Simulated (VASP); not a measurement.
# AlNi (Cmmm) in VASP: relaxation of cell and atoms with PBE

Aim: the relaxation of cell and atoms of AlNi with PBE.

Everything below comes from runs of VASP 6.6.1. Logs are shortened: lines on timing, memory, paths and dates and some standing lists are left out, and cuts for length are marked.

## Step 1: The cell of the first run

Symmetry: Cmmm, No. 65, orthorhombic system. The conventional cell has a = 3.877 Å, b = 3.906 Å, c = 3.099 Å, α = 90.00°, β = 90.00°, γ = 90.00°. Al (site symmetry mmm) has 8 Ni at 2.48 to 2.49 Å and 6 Al at 2.75 to 3.10 Å within 3.3 Å. Ni (site symmetry mmm) has 8 Al at 2.48 to 2.49 Å and 6 Ni at 2.75 to 3.10 Å within 3.3 Å.

## Step 2: Relaxation of cell and atoms, PBE

INCAR reads:

```
SYSTEM = AlNi
PREC = Accurate
ENCUT = 600
EDIFF = 1E-6
ISMEAR = 0
SIGMA = 0.1
LREAL = .False.
LASPH = .True.
NELM = 60
ALGO = Fast
ISIF = 3
LWAVE = .False.
LCHARG = .False.
GGA = PE
IBRION = 2
NSW = 80
EDIFFG = -0.01
```

KPOINTS reads:

```
regular mesh
0
Gamma
  16 16 14
  0 0 0
```

POSCAR reads:

```
AlNi
1.0
    1.9386940000     -1.9531901500      0.0000000000
    1.9386940000      1.9531901500      0.0000000000
    0.0000000000      0.0000000000      3.0994300413
Al Ni
1 1
Direct
    0.0000000000      0.0000000000      0.0000000000
    0.5000000000      0.5000000000      0.5000000000
```

Potentials or basis: VASP PAW PBE potentials, release 64 (Al, Ni).

The run is started by

```sh
$ cat potpaw_PBE.64/Al/POTCAR potpaw_PBE.64/Ni/POTCAR > POTCAR
$ mpirun -np 1 vasp_std > vasp.out
```

OUTCAR:

```text
SYSTEM = AlNi
   PREC = Accurate
   ENCUT = 600
   EDIFF = 1E-6
   ISMEAR = 0
   LREAL = .False.
   LASPH = .True.
   NELM = 60
   ISIF = 3
   GGA = PE
   IBRION = 2
   NSW = 80
   EDIFFG = -0.01

 ion  position               nearest neighbor table
   1  0.000  0.000  0.000-   2 2.48   2 2.48   2 2.48   2 2.48   2 2.49   2 2.49   2 2.49   2 2.49

   2  0.500  0.500  0.500-   1 2.48   1 2.48   1 2.48   1 2.48   1 2.49   1 2.49   1 2.49   1 2.49

  LATTYP: Found a base centered orthorhombic cell.
 ALAT       =     3.8773880000
 B/A-ratio  =     1.0074772759
 C/A-ratio  =     0.7993603017

  Lattice vectors:

 A1 = (   1.9386940000,  -1.9531901500,   0.0000000000)
 A2 = (   1.9386940000,   1.9531901500,   0.0000000000)
 A3 = (   0.0000000000,   0.0000000000,   3.0994300413)

Analysis of symmetry for initial positions (statically):
=====================================================================
 Subroutine PRICEL returns:
 Original cell was already a primitive cell.

 Routine SETGRP: Setting up the symmetry group for a
 base centered orthorhombic supercell.

 Subroutine GETGRP returns: Found  8 space group operations
 (whereof  8 operations were pure point group operations)
 out of a pool of  8 trial point group operations.

The static configuration has the point symmetry D_2h.

Analysis of symmetry for dynamics (positions and initial velocities):
=====================================================================
 Subroutine PRICEL returns:
 Original cell was already a primitive cell.

 Routine SETGRP: Setting up the symmetry group for a
 base centered orthorhombic supercell.

 Subroutine GETGRP returns: Found  8 space group operations
 (whereof  8 operations were pure point group operations)
 out of a pool of  8 trial point group operations.

The dynamic configuration has the point symmetry D_2h.

 Subroutine INISYM returns: Found  8 space group operations
 (whereof  8 operations are pure point group operations),
 and found     1 'primitive' translations

----------------------------------------------------------------------------------------

                                     Primitive cell

  volume of cell :      23.4728

  direct lattice vectors                    reciprocal lattice vectors
     1.938694000 -1.953190150  0.000000000     0.257905580 -0.255991461  0.000000000
     1.938694000  1.953190150  0.000000000     0.257905580  0.255991461  0.000000000
     0.000000000  0.000000000  3.099430041     0.000000000  0.000000000  0.322639965

  length of vectors
     2.751996764  2.751996764  3.099430041     0.363382603  0.363382603  0.322639965

  position of ions in fractional coordinates (direct lattice)
     0.000000000  0.000000000  0.000000000
     0.500000000  0.500000000  0.500000000

  ion indices of the primitive-cell ions
[... 83 lines left out ...]
   POTIM  = 0.5000    time-step for ionic-motion
   TEBEG  =    0.0;   TEEND  =   0.0 temperature during run
   PSTRESS=    0.0 pullay stress
   NELECT =      13.0000    total number of electrons
   NUPDOWN=      -1.0000    fix difference up-down
   EMIN   =  10.00;   EMAX   =-10.00  energy-range for DOS
   EFERMI =   0.00;   METHOD = LEGACY
   ISMEAR =     0;   SIGMA  =   0.10  broadening in eV -4-tet -1-fermi 0-gaus
   EFERMI_NEDOS =   21; number of points for ismear=-14 and -15
   IALGO  =     68    algorithm
   IMIX   =      4    mixing-type and parameters
     AMIX     =   0.40;   BMIX     =  1.00
     AMIX_MAG =   1.60;   BMIX_MAG =  1.00
  volume/ion in A,a.u.               =      11.74        79.20
  Fermi-wavevector in a.u.,A,eV,Ry     =   1.344417  2.540580 24.591955  1.807458
  Thomas-Fermi vector in A             =   2.472413
   LORBIT       =      0    0 simple, 1 ext, 2 COOP (PROOUT), +10 PAW based schemes
   GGA     = PE    functional components
   LHFCALC =     F    Hartree Fock is set to
   AEXX    =    0.0000 exact exchange contribution
   IVDW    =     0    specifies the selected vdW correction
   LEPSILON=     F    determine dielectric tensor
   LRPA    =     F    only Hartree local field effects (RPA)
 conjugate gradient relaxation of ions
 non-spin polarized calculation
 RMM-DIIS sequential band-by-band and
 Gauss-broadening in eV      SIGMA  =   0.10
  energy-cutoff  :      600.00
  volume of cell :       23.47
 maximum number of plane-waves:       805
 NGX is ok and might be reduce to    24
   NGX = 11   NGY = 11   NGZ = 13

--------------------------------------- Ionic step        1  -------------------------------------------

 number of electron      13.0000001 magnetization

 Free energy of the ion-electron system (eV)
  ---------------------------------------------------
  ext. energy  EPLUGINS =         0.00000000
  ---------------------------------------------------
  free energy    TOTEN  =       -10.48414520 eV

  energy without entropy =      -10.47912091  energy(sigma->0) =      -10.48163305

 E-fermi :  10.2809     XC(G=0): -12.1381

 val. band max:       10.2789357241   @ k =   0.2500   0.0000   0.2857
 cond. band min:      10.2823511448   @ k =  -0.3750   0.1250   0.0000
 fundamental gap:      0.0034154207
 Fermi energy:        10.2808611827

 k-point     1 :       0.0000    0.0000    0.0000
  band No.  band energies     occupation
      1      -1.0139      2.00000
      2       6.8482      2.00000
      3       6.9979      2.00000
      4       8.6095      2.00000
      5       8.6291      2.00000
      6       8.9109      2.00000
      7      13.2118      0.00000
      8      17.3188      0.00000
      9      17.3623      0.00000
     10      17.4360      0.00000
[... 400 lines left out ...]
  FREE ENERGIE OF THE ION-ELECTRON SYSTEM (eV)
  ---------------------------------------------------
  free  energy   TOTEN  =       -10.5073626232 eV

  energy  without entropy=      -10.5021687107  energy(sigma->0) =      -10.50476567

[... ionic steps 4 to 16 ...]

--------------------------------------- Ionic step       17  -------------------------------------------

 number of electron      13.0000006 magnetization

------------------------ aborting loop because EDIFF is reached ----------------------------------------
[... 67 lines left out ...]
--------------------------------------- Ionic step       19  -------------------------------------------

 number of electron      13.0000006 magnetization

 Free energy of the ion-electron system (eV)
  ---------------------------------------------------
  ext. energy  EPLUGINS =         0.00000000
  ---------------------------------------------------
  free energy    TOTEN  =       -10.54078107 eV

  energy without entropy =      -10.53708580  energy(sigma->0) =      -10.53893344

 E-fermi :   9.8566     XC(G=0): -11.9903

 val. band max:        9.8493513938   @ k =   0.5000   0.3125   0.4286
 cond. band min:       9.8719491343   @ k =  -0.1875   0.1250   0.3571
 fundamental gap:      0.0225977405
 Fermi energy:         9.8565859816

 k-point     1 :       0.0000    0.0000    0.0000
  band No.  band energies     occupation
      1      -1.1827      2.00000
      2       6.7007      2.00000
      3       6.7012      2.00000
      4       8.3517      2.00000
      5       8.3521      2.00000
      6       8.3564      2.00000
      7      15.2550      0.00000
      8      15.3461      0.00000
      9      15.3472      0.00000
     10      17.9430      0.00000
[... 328 lines left out ...]
  FREE ENERGIE OF THE ION-ELECTRON SYSTEM (eV)
  ---------------------------------------------------
  free  energy   TOTEN  =       -10.5407810713 eV

  energy  without entropy=      -10.5370858008  energy(sigma->0) =      -10.53893344

 reached required accuracy - stopping structural energy minimisation
```

OSZICAR:

```text
N       E                     dE             d eps       ncg     rms          rms(c)
DAV:   1     0.425056095615E+02    0.42506E+02   -0.62646E+03 11720   0.154E+03
DAV:   2    -0.106185170458E+02   -0.53124E+02   -0.50401E+02 11726   0.216E+02
DAV:   3    -0.119763930220E+02   -0.13579E+01   -0.13389E+01 13692   0.442E+01
[... 147 lines left out ...]
       N       E                     dE             d eps       ncg     rms          rms(c)
DAV:   1    -0.105407879186E+02   -0.72374E-05   -0.88000E-05 13152   0.172E-01    0.238E-02
RMM:   2    -0.105407945742E+02   -0.66555E-05   -0.84502E-05 11675   0.143E-01    0.313E-02
RMM:   3    -0.105407813165E+02    0.13258E-04   -0.30308E-05 11494   0.103E-01    0.471E-03
RMM:   4    -0.105407810713E+02    0.24521E-06   -0.48731E-07  5948   0.883E-03
  19 F= -.10540781E+02 E0= -.10538933E+02  d E =-.344714E-07
```

CONTCAR:

```text
AlNi
   1.00000000000000
     2.0437856049477263   -2.0434491808496782    0.0000000000000000
     2.0437856049477263    2.0434491808496782    0.0000000000000000
     0.0000000000000000    0.0000000000000000    2.8975929658300084
  Al              Ni
     1     1
Direct
     0.0000000000000000    0.0000000000000000    0.0000000000000000
     0.5000000000000000    0.5000000000000000    0.5000000000000000

  0.00000000E+00  0.00000000E+00  0.00000000E+00
  0.00000000E+00  0.00000000E+00  0.00000000E+00
```

Wall time 29 min (1 thread of Intel Xeon 8259CL, shared host); peak memory 0.36 GiB.

What came out:

| Quantity | Value |
| --- | --- |
| Free energy | -10.5408 eV |
| Relaxed volume | 12.10 Å³/atom |
| Relaxed cell | a = 2.890 Å, b = 2.890 Å, c = 2.898 Å, α = 90.00°, β = 90.00°, γ = 89.99° |
| Space group after relaxing (to 0.1 Å) | Pm-3m (No. 221) |
| Energy gained by relaxing | 28.3 meV/atom |
| Ionic steps | 19 |
| Pressure after relaxing | -0.1 GPa |
| Band gap on the k mesh | zero (an odd number of electrons rules out a gap without spin polarisation) |

Step by step:
```csv
step,energy change (eV),largest force (eV/Å),pressure (GPa),volume (Å³)
1,0.0000,0.0000,5.96,23.47
2,-0.0184,0.0000,-4.20,24.98
3,-0.0232,0.0000,-1.51,24.48
4,-0.0355,0.0000,-1.12,24.42
5,-0.0556,0.0000,0.18,24.17
6,-0.0566,0.0000,-0.22,24.23
7,-0.0566,0.0000,0.14,24.22
8,-0.0566,0.0000,-0.11,24.22
9,-0.0566,0.0000,0.42,24.18
10,-0.0566,0.0000,0.16,24.20
11,-0.0566,0.0000,0.08,24.21
12,-0.0566,0.0000,-0.06,24.21
13,-0.0566,0.0000,0.07,24.21
14,-0.0566,0.0000,-0.53,24.21
15,-0.0566,0.0000,0.34,24.21
16,-0.0566,0.0000,-0.16,24.21
17,-0.0566,0.0000,0.41,24.18
18,-0.0566,0.0000,0.14,24.20
19,-0.0566,0.0000,-0.05,24.20
```

Final structure:
```
Al Ni
1.0
     2.04379   -2.04345    0.00000
     2.04379    2.04345    0.00000
     0.00000    0.00000    2.89759
Al Ni
1 1
Direct
  0.00000 0.00000 0.00000
  0.50000 0.50000 0.50000
```

Levels at points of the mesh, in eV from the Fermi level:
| k point | band 3 | band 4 | band 5 | band 6 | band 7 | band 8 | band 9 | band 10 |
| --- | --- | --- | --- | --- | --- | --- | --- | --- |
| (0.00, 0.00, 0.00) | -3.16 | -1.50 | -1.50 | -1.50 | 5.40 | 5.49 | 5.49 | 8.09 |
| (0.50, 0.00, 0.00) | -2.69 | -2.20 | -2.19 | -1.42 | -0.62 | 8.28 | 9.92 | 10.01 |
| (0.50, 0.50, 0.00) | -2.83 | -2.83 | -2.03 | -2.03 | -0.98 | 1.49 | 2.44 | 12.11 |
| (0.00, 0.00, 0.50) | -2.69 | -2.19 | -2.19 | -1.42 | -0.64 | 8.28 | 9.99 | 9.99 |
| (0.50, 0.00, 0.50) | -2.85 | -2.84 | -2.02 | -2.02 | -0.99 | 1.47 | 2.42 | 12.17 |
| (0.50, 0.50, 0.50) | -4.02 | -0.96 | -0.95 | 2.02 | 2.03 | 2.03 | 3.59 | 4.39 |

The gap in the log of VASP goes by the Fermi energy; the results here count the filled bands.